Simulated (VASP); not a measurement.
A run of VASP 6.6.1 is set up as follows.

File INCAR:

```
PREC = Accurate ; ENCUT = 520
EDIFF = 1E-6 ; ISMEAR = 0
SIGMA = 0.1 ; LREAL = Auto
LASPH = True ; NELM = 60
ALGO = Normal ; ISIF = 2
LWAVE = False ; LCHARG = False
LDIPOL = True ; IDIPOL = 3
DIPOL = 0.5 0.5 0.290 ; GGA = PE
IVDW = 12 ; NBANDS = 120
```

Contents of KPOINTS:

```
regular mesh
0
Gamma
  5 5 1
```

POSCAR

```
Ti12HN12
1.0
    5.9473589866      0.0000000000      0.0000000000
    0.0000000000      5.9473589866      0.0000000000
    0.0000000000      0.0000000000     21.6533569277
Ti N H
12 12 1
Direct
    0.2500000000      0.2500000000      0.1847288628
    0.2500000000      0.7500000000      0.1847288628
    0.7500000000      0.2500000000      0.1847288628
    0.7500000000      0.7500000000      0.1847288628
    0.0000000000      0.0000000000      0.2801771125
    0.0000000000      0.5000000000      0.2801771125
    0.5000000000      0.0000000000      0.2801771125
    0.5000000000      0.5000000000      0.2801771125
    0.2500000000      0.2500000000      0.3715894834
    0.2500000000      0.7500000000      0.3715894834
    0.7500000000      0.2500000000      0.3715894834
    0.7500000000      0.7500000000      0.3715894834
    0.0000000000      0.0000000000      0.1847288628
    0.0000000000      0.5000000000      0.1847288628
    0.5000000000      0.0000000000      0.1847288628
    0.5000000000      0.5000000000      0.1847288628
    0.2500000000      0.2500000000      0.2786780157
    0.2500000000      0.7500000000      0.2786780157
    0.7500000000      0.2500000000      0.2786780157
    0.7500000000      0.7500000000      0.2786780157
    0.0000000000      0.0000000000      0.3811583098
    0.0000000000      0.5000000000      0.3811583098
    0.5000000000      0.0000000000      0.3811583098
    0.5000000000      0.5000000000      0.3811583098
    0.0833333333      0.0833333333      0.5381778431
```

Potentials or basis: VASP PAW PBE potentials, release 64 (Ti_sv, N, H).

The run is started by

```console
$ cat potpaw_PBE.64/Ti_sv/POTCAR potpaw_PBE.64/N/POTCAR potpaw_PBE.64/H/POTCAR > POTCAR
$ mpirun -np 1 vasp_std > vasp.out
```

**Question.** Estimate the dispersion energy per atom.

**Answer.** -0.308 eV.

**Question.** What does it give for the band gap on the k mesh?

**Answer.** Zero (an odd number of electrons rules out a gap without spin polarisation).

**Question.** Predict the largest force.

**Answer.** 1.863 eV/Å.

Forces on the atoms (eV/Å):
```
Ti  -0.007 -0.007  1.750
Ti  -0.002  0.008  1.798
Ti   0.008 -0.002  1.798
Ti   0.004  0.004  1.828
Ti  -0.010 -0.010 -0.012
Ti   0.000  0.009  0.031
Ti   0.009  0.000  0.031
Ti  -0.002 -0.002  0.055
Ti  -0.118 -0.118  0.836
Ti  -0.069  0.098  0.572
Ti   0.098 -0.069  0.572
Ti   0.065  0.065  0.451
N   -0.005 -0.005 -1.805
N    0.004  0.001 -1.835
N    0.001  0.004 -1.835
N   -0.003 -0.003 -1.863
N    0.000  0.000 -0.073
N   -0.007  0.001 -0.064
N    0.001 -0.007 -0.064
N    0.007  0.007 -0.068
N   -0.037 -0.037 -0.527
N   -0.016  0.024 -0.393
N    0.024 -0.016 -0.393
N    0.015  0.015 -0.340
H    0.038  0.038 -0.453
```
